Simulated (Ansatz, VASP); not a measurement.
# One calculation of SnO2, two programs

```
CELL_PARAMETERS angstrom
4.82742 0.00000 0.00000
0.00000 4.82742 0.00000
0.00000 0.00000 3.23807
ATOMIC_POSITIONS crystal
Sn 0.00000 0.00000 0.00000
Sn 0.50000 0.50000 0.50000
O 0.30654 0.30654 0.00000
O 0.19346 0.80654 0.50000
O 0.69346 0.69346 0.00000
O 0.80654 0.19346 0.50000
```

Alike in both runs: functional PBE; k mesh 6 × 6 × 8; occupations gaussian, width 0.02 eV; no spin polarisation.

Ansatz relaxed the structure, and its values are those at the end. VASP's run is a single point on that final structure, the one shown.

|  | VASP | Ansatz |
| --- | --- | --- |
| version | VASP 6.6.1 | Ansatz 0.2.0 |
| potentials or method | VASP PAW PBE potentials, release 64 (Sn_d, O), cutoff 520 eV | scalar-relativistic, plane waves, PAW |
| valence electrons in the cell | 52 | 52 |

```tsv
	VASP	Ansatz	Ansatz less VASP
gap on the k mesh at the Fermi level (eV)	0.67	0.68	+0.012
least direct gap on the mesh (eV)	0.67	0.68	+0.012
pressure (GPa)	0.6	0.0	-0.60
rms of the force components (eV/Å)	0.006	0.002	-0.0035
```

With one functional, cell and mesh, what is left measures potentials, basis and numerics.
